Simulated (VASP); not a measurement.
Here is a VASP 6.6.1 calculation.

INCAR

```
SYSTEM = VN2
  ALGO = Normal
  EDIFF = 1E-6
  ENCUT = 520
  GGA = PE
  ISIF = 2
  ISMEAR = 0
  LASPH = .TRUE.
  LCHARG = .FALSE.
  LREAL = .FALSE.
  LWAVE = .FALSE.
  NBANDS = 32
  NELM = 80
  PREC = Accurate
  SIGMA = 0.1
```

Contents of KPOINTS:

```
k-points
0
G
  12 12 12
  0 0 0
```

POSCAR

```
VN2
1.0
   -2.1127920460      2.1127920460      2.4256991001
    2.1127920460     -2.1127920460      2.4256991001
    2.1127920460      2.1127920460     -2.4256991001
V N
2 4
Direct
    0.2500000000      0.2500000000      0.0000000000
    0.7500000000      0.7500000000      0.0000000000
    0.1150134422      0.6150134422      0.7300268843
    0.6150134422      0.8849865578      0.5000000000
    0.8849865578      0.3849865578      0.2699731157
    0.3849865578      0.1150134422      0.5000000000
```

Potentials or basis: VASP PAW PBE potentials, release 64 (V_sv, N).

The run is started by

```console
$ cat potpaw_PBE.64/V_sv/POTCAR potpaw_PBE.64/N/POTCAR > POTCAR
$ mpirun -np 1 vasp_std > vasp.out
```

(1) Predict the pressure.

(2) Predict the band gap on the k mesh.

## Answers

(1) 23.0 GPa.

(2) zero (bands 23 and 24 overlap by 0.42 eV).

Caveat: the cell stands under pressure; the run has no spin polarisation, though such a crystal can be magnetic.
